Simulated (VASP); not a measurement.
# ZnPt2 (Fm-3m) in VASP: further runs, part 3 of 3

VASP 6.6.1. The steps go on from the part before.

## (5) Single point, PBE

This run uses another cell than the first one, of 16.79 Å³/atom, 1.156 times its volume.

File INCAR:

```
PREC = Accurate
ENCUT = 520
EDIFF = 1E-6
ISMEAR = 0
SIGMA = 0.1
LREAL = False
LASPH = True
NELM = 100
ALGO = Normal
ISIF = 2
LWAVE = False
LCHARG = True
GGA = PE
LELF = True
LVHAR = True
NBANDS = 23
```

File KPOINTS:

```
Automatic mesh
0
Gamma
  14 14 14
```

File POSCAR:

```
ZnPt2
1.0
    0.0000000000      2.9311872774      2.9311872774
    2.9311872774      0.0000000000      2.9311872774
    2.9311872774      2.9311872774      0.0000000000
Zn Pt
1 2
Direct
    0.0000000000      0.0000000000      0.0000000000
    0.2500000000      0.2500000000      0.2500000000
    0.7500000000      0.7500000000      0.7500000000
```

Potentials or basis: VASP PAW PBE potentials, release 64 (Zn, Pt).

Launch:

```bash
cat potpaw_PBE.64/Zn/POTCAR potpaw_PBE.64/Pt/POTCAR > POTCAR
mpirun -np 1 vasp_std > vasp.out
```

OUTCAR:

```text
PREC = Accurate
   ENCUT = 520
   EDIFF = 1E-6
   ISMEAR = 0
   LREAL = False
   LASPH = True
   NELM = 100
   ISIF = 2
   GGA = PE

 ion  position               nearest neighbor table
   1  0.000  0.000  0.000-   3 2.54   3 2.54   3 2.54   2 2.54   3 2.54   2 2.54   2 2.54   2 2.54

   2  0.250  0.250  0.250-   1 2.54   1 2.54   1 2.54   1 2.54   3 2.93   3 2.93   3 2.93   3 2.93
                             3 2.93   3 2.93
   3  0.750  0.750  0.750-   1 2.54   1 2.54   1 2.54   1 2.54   2 2.93   2 2.93   2 2.93   2 2.93
                             2 2.93   2 2.93

  LATTYP: Found a face centered cubic cell.
 ALAT       =     5.8623745548

  Lattice vectors:

 A1 = (   0.0000000000,   2.9311872774,   2.9311872774)
 A2 = (   2.9311872774,   0.0000000000,   2.9311872774)
 A3 = (   2.9311872774,   2.9311872774,   0.0000000000)

Analysis of symmetry for initial positions (statically):
=====================================================================
 Subroutine PRICEL returns:
 Original cell was already a primitive cell.

 Routine SETGRP: Setting up the symmetry group for a
 face centered cubic supercell.

 Subroutine GETGRP returns: Found 48 space group operations
 (whereof 48 operations were pure point group operations)
 out of a pool of 48 trial point group operations.

The static configuration has the point symmetry O_h .

Analysis of symmetry for dynamics (positions and initial velocities):
=====================================================================
 Subroutine PRICEL returns:
 Original cell was already a primitive cell.

 Routine SETGRP: Setting up the symmetry group for a
 face centered cubic supercell.

 Subroutine GETGRP returns: Found 48 space group operations
 (whereof 48 operations were pure point group operations)
 out of a pool of 48 trial point group operations.

The dynamic configuration has the point symmetry O_h .

 Subroutine INISYM returns: Found 48 space group operations
 (whereof 48 operations are pure point group operations),
 and found     1 'primitive' translations

----------------------------------------------------------------------------------------

                                     Primitive cell

  volume of cell :      50.3687

  direct lattice vectors                    reciprocal lattice vectors
     0.000000000  2.931187277  2.931187277    -0.170579343  0.170579343  0.170579343
     2.931187277  0.000000000  2.931187277     0.170579343 -0.170579343  0.170579343
     2.931187277  2.931187277  0.000000000     0.170579343  0.170579343 -0.170579343

  length of vectors
     4.145324802  4.145324802  4.145324802     0.295452089  0.295452089  0.295452089

  position of ions in fractional coordinates (direct lattice)
     0.000000000  0.000000000  0.000000000
     0.250000000  0.250000000  0.250000000
     0.750000000  0.750000000  0.750000000

  ion indices of the primitive-cell ions
   primitive index   ion index
                 1           1
                 2           2
                 3           3

----------------------------------------------------------------------------------------

 KPOINTS: Automatic mesh

Automatic generation of k-mesh.
 Grid dimensions read from file:
 generate k-points for:   14   14   14

 Generating k-lattice:

  Cartesian coordinates                     Fractional coordinates (reciprocal lattice)
    -0.012184239  0.012184239  0.012184239     0.071428571  0.000000000  0.000000000
     0.012184239 -0.012184239  0.012184239     0.000000000  0.071428571  0.000000000
     0.012184239  0.012184239 -0.012184239     0.000000000  0.000000000  0.071428571

  Length of vectors
     0.021103721  0.021103721  0.021103721

  Shift w.r.t. Gamma in fractional coordinates (k-lattice)
     0.000000000  0.000000000  0.000000000

 Subroutine IBZKPT returns following result:
 ===========================================

 Found    104 irreducible k-points:

 Following reciprocal coordinates:
            Coordinates               Weight
  0.000000  0.000000  0.000000      1.000000
  0.071429  0.000000  0.000000      8.000000
  0.142857  0.000000  0.000000      8.000000
  0.214286  0.000000  0.000000      8.000000
  0.285714  0.000000  0.000000      8.000000
  0.357143  0.000000  0.000000      8.000000
[... 16 lines left out ...]
  0.214286  0.142857  0.000000     24.000000
  0.285714  0.142857  0.000000     24.000000
 [... further k-points ...]
   k-points           NKPTS =    104   k-points in BZ     NKDIM =    104   number of bands    NBANDS=     23
   number of dos      NEDOS =    301   number of ions     NIONS =      3
   total plane-waves  NPLWV =  32768
   dimension x,y,z NGX =    32 NGY =   32 NGZ =   32
   dimension x,y,z NGXF=    64 NGYF=   64 NGZF=   64
   ions per type =               1   2
   NGX,Y,Z   is equivalent  to a cutoff of  12.83, 12.83, 12.83 a.u.
   NGXF,Y,Z  is equivalent  to a cutoff of  25.67, 25.67, 25.67 a.u.
 SYSTEM =  unknown system
   PREC   = accura    normal or accurate (medium, high low for compatibility)
   ISTART =      0    job   : 0-new  1-cont  2-samecut
   ICHARG =      2    charge: 1-file 2-atom 10-const
   ISPIN  =      1    spin polarized calculation?
   LNONCOLLINEAR =      F non collinear calculations
   LSORBIT =      F    spin-orbit coupling
   LASPH  =      T    aspherical Exc in radial PAW
   ENCUT  =  520.0 eV  38.22 Ry    6.18 a.u.   7.71  7.71  7.71*2*pi/ulx,y,z
   NELM   =    100;   NELMIN=  2; NELMDL= -5     # of ELM steps
   EDIFF  = 0.1E-05   stopping-criterion for ELM
   LREAL  =      F    real-space projection
   EDIFFG = 0.1E-04   stopping-criterion for IOM
   NSW    =      0    number of steps for IOM
   IBRION =     -1    ionic relax: 0-MD 1-quasi-New 2-CG
   NFREE  =      0    steps in history (QN), initial steepest desc. (CG)
   ISIF   =      2    stress and relaxation
   ISYM   =      2    0-nonsym 1-usesym 2-fastsym
   POTIM  = 0.5000    time-step for ionic-motion
   TEBEG  =    0.0;   TEEND  =   0.0 temperature during run
   PSTRESS=    0.0 pullay stress
   NELECT =      32.0000    total number of electrons
   NUPDOWN=      -1.0000    fix difference up-down
   EMIN   =  10.00;   EMAX   =-10.00  energy-range for DOS
   EFERMI =   0.00;   METHOD = LEGACY
   ISMEAR =     0;   SIGMA  =   0.10  broadening in eV -4-tet -1-fermi 0-gaus
   EFERMI_NEDOS =   21; number of points for ismear=-14 and -15
   IALGO  =     38    algorithm
   IMIX   =      4    mixing-type and parameters
     AMIX     =   0.40;   BMIX     =  1.00
     AMIX_MAG =   1.60;   BMIX_MAG =  1.00
  volume/ion in A,a.u.               =      16.79       113.30
  Fermi-wavevector in a.u.,A,eV,Ry     =   1.407358  2.659521 26.948469  1.980657
  Thomas-Fermi vector in A             =   2.529625
   LORBIT       =      0    0 simple, 1 ext, 2 COOP (PROOUT), +10 PAW based schemes
   GGA     = PE    functional components
   LHFCALC =     F    Hartree Fock is set to
   AEXX    =    0.0000 exact exchange contribution
   IVDW    =     0    specifies the selected vdW correction
   LEPSILON=     F    determine dielectric tensor
   LRPA    =     F    only Hartree local field effects (RPA)
 non-spin polarized calculation
 Gauss-broadening in eV      SIGMA  =   0.10
  energy-cutoff  :      520.00
  volume of cell :       50.37
 maximum number of plane-waves:      1380
   NGX = 15   NGY = 15   NGZ = 15

 number of electron      31.9999995 magnetization

 Free energy of the ion-electron system (eV)
  ---------------------------------------------------
  ext. energy  EPLUGINS =         0.00000000
  ---------------------------------------------------
  free energy    TOTEN  =       -13.68851704 eV

  energy without entropy =      -13.68129475  energy(sigma->0) =      -13.68490590

 E-fermi :   6.2407     XC(G=0): -12.0745

 val. band max:        6.2170772733   @ k =   0.1429   0.0714   0.0000
 cond. band min:       6.2423475140   @ k =   0.5000   0.4286   0.0714
 fundamental gap:      0.0252702407
 Fermi energy:         6.2406650915

 k-point     1 :       0.0000    0.0000    0.0000
  band No.  band energies     occupation
      1      -2.4641      2.00000
      2      -0.3706      2.00000
      3      -0.3706      2.00000
      4      -0.1915      2.00000
      5      -0.1915      2.00000
      6      -0.1915      2.00000
[... 15 lines left out ...]
     22      15.4569      0.00000
     23      15.4574      0.00000
[... 575 lines left out ...]
      1      -1.4120      2.00000
      2      -0.3058      2.00000
      3      -0.2631      2.00000
      4      -0.2469      2.00000
      5      -0.2330      2.00000
      6      -0.1912      2.00000
[... 15 lines left out ...]
     22      16.7604      0.00000
     23      17.3295      0.00000

 [... further k-points ...]
[... 5 lines left out ...]
  --------------------------------------------------------------------------------------
  -------------------------------------------------------------------------------------
  Total        0.0885954      0.0885954      0.0885954     -0.0000000      0.0000000     -0.0000000
  in kB        2.8181293      2.8181293      2.8181293     -0.0000000      0.0000000     -0.0000000
  external PRESSURE =       2.8181293 kB  Pullay stress =       0.0000000 kB

 VOLUME and BASIS-vectors are now :
 -----------------------------------------------------------------------------
  energy-cutoff  :      520.00
  volume of cell :       50.37
      direct lattice vectors                 reciprocal lattice vectors
     0.000000000  2.931187277  2.931187277    -0.170579343  0.170579343  0.170579343
     2.931187277  0.000000000  2.931187277     0.170579343 -0.170579343  0.170579343
     2.931187277  2.931187277  0.000000000     0.170579343  0.170579343 -0.170579343

 POSITION                                       TOTAL-FORCE (eV/Angst)
 -----------------------------------------------------------------------------------
      0.00000      0.00000      0.00000         0.000000     -0.000000      0.000000
      1.46559      1.46559      1.46559        -0.000000     -0.000000     -0.000000
      4.39678      4.39678      4.39678         0.000000      0.000000      0.000000
 -----------------------------------------------------------------------------------
    total drift:                                0.000000     -0.000000      0.000000

  FREE ENERGIE OF THE ION-ELECTRON SYSTEM (eV)
  ---------------------------------------------------
  free  energy   TOTEN  =       -13.6885170431 eV

  energy  without entropy=      -13.6812947519  energy(sigma->0) =      -13.68490590
```

stdout:

```text
POSCAR found type information on POSCAR ZnPt
 POSCAR found :  2 types and       3 ions
 scaLAPACK will be used
 LDA part: xc-table for (Slater+PW92), standard interpolation
 POSCAR, INCAR and KPOINTS ok, starting setup
 FFT: planning ... GRIDC
 FFT: planning ... GRID_SOFT
 FFT: planning ... GRID
 WAVECAR not read
 entering main loop
```

Run time: 83 s. Hardware: 1 thread of AMD EPYC 9R45 (Zen 5), shared host; peak memory 0.23 GiB.

What came out:

* Free energy: -13.6885 eV
* Pressure: 0.3 GPa
* Band gap on the k mesh: zero (band 16 reaches 6.83 eV, above the bottom of band 17 at 5.40 eV)

Caveat: spin-orbit coupling is left out, which moves the levels of the heavy elements.

## (6) The runs side by side

```tsv
task	cell	k mesh	cutoff (eV)	gap on the mesh (eV)	pressure (GPa)
single point	a = 3.949 Å, angles 60.0°, 3 atoms	6 × 6 × 6	520	none	34.3
single point	a = 4.142 Å, angles 60.0°, 3 atoms	6 × 6 × 6	520	none	0.7
relaxation of cell and atoms	relaxed from a = 3.949 Å, angles 60.0°, 3 atoms	6 × 6 × 6	600	none	0.0
single point	a = 4.145 Å, angles 60.0°, 3 atoms	14 × 14 × 14	520	none	0.3
```

Alike in all rows: level PBE; potentials or basis VASP PAW PBE potentials, release 64 (Zn, Pt); no spin polarisation; smearing gaussian 0.1 eV.

Caveats: spin-orbit coupling is left out, which moves the levels of the heavy elements; the volume moved by over 15 % at a fixed basis, so the end points are rough (some runs).

Absolute energies hang on the potentials; compare differences alone.
